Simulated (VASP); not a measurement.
**Sr3Os: relaxation of cell and atoms with PBE**

Crystal: Sr3Os.

```
Sr Os
1.0
     4.75170    0.00000    0.00000
     0.00000    4.75170    0.00000
     0.00000    0.00000    4.70286
Sr Os
3 1
Direct
  0.00000 0.50000 0.50000
  0.50000 0.00000 0.50000
  0.50000 0.50000 0.00000
  0.00000 0.00000 0.00000
```

```
Program                : VASP 6.6.1
Task                   : relaxation of cell and atoms
Functional             : PBE
Potentials or basis    : VASP PAW PBE potentials, release 64 (Sr_sv, Os)
Cutoff                 : 600 eV
k mesh                 : 4 × 4 × 4
Occupations            : gaussian, width 0.1 eV
Spin                   : no spin polarisation
Dipole correction      : no
Further INCAR settings : ALGO = Fast; EDIFF = 1e-06; IBRION = 2; EDIFFG = -0.04; NSW = 90; ISIF = 3
```

```json
{
 "Relaxed volume": "31.40 Å³/atom",
 "Relaxed cell": "a = 5.020 Å, b = 5.020 Å, c = 4.983 Å, α = 90.00°, β = 90.00°, γ = 90.00°",
 "Space group after relaxing (to 0.1 Å)": "Pm-3m (No. 221)",
 "Energy gained by relaxing": "93.0 meV/atom",
 "Ionic steps": "3",
 "Pressure after relaxing": "-0.1 GPa",
 "Band gap on the k mesh": "zero (bands 19 and 20 overlap by 1.29 eV)"
}
```

Stress tensor (GPa, compression positive):
```
-0.14  0.00  0.00
 0.00 -0.14  0.00
 0.00  0.00  0.09
```

Step by step:
```tsv
step	energy change (eV)	largest force (eV/Å)	pressure (GPa)	volume (Å³)
1	0.0000	0.0000	7.02	106.18
2	-0.3719	0.0000	0.12	125.08
3	-0.3721	0.0000	-0.06	125.60
```

Final structure:
```
Sr Os
1.0
     5.02044    0.00000    0.00000
     0.00000    5.02044    0.00000
     0.00000    0.00000    4.98313
Sr Os
3 1
Cartesian
  0.0000 2.5102 2.4916
  2.5102 0.0000 2.4916
  2.5102 2.5102 0.0000
  0.0000 0.0000 0.0000
```

Levels at points of the mesh, in eV from the Fermi level:
```
           k point  band 16  band 17  band 18  band 19  band 20  band 21  band 22  band 23
(0.00, 0.00, 0.00)    -1.59    -1.04    -1.03    -1.03     1.79     1.79     1.82     2.75
(0.50, 0.00, 0.00)    -0.72    -0.47    -0.45    -0.31    -0.18     1.07     1.13     1.27
(0.50, 0.50, 0.00)    -0.69    -0.54    -0.46    -0.46    -0.01     0.28     0.95     1.70
(0.00, 0.00, 0.50)    -0.72    -0.46    -0.46    -0.28    -0.16     1.08     1.08     1.28
(0.50, 0.00, 0.50)    -0.67    -0.53    -0.48    -0.48     0.00     0.30     0.90     1.66
(0.50, 0.50, 0.50)    -1.57    -0.17    -0.15     1.11     1.11     1.16     1.40     1.40
```

Run time: 6.5 min on 1 thread of Intel Xeon 8259CL, on a shared host, peak memory 0.28 GiB.

Caveat: the volume moved by over 15 % at a fixed basis, so the end points are rough; spin-orbit coupling is left out, which moves the levels of the heavy elements.
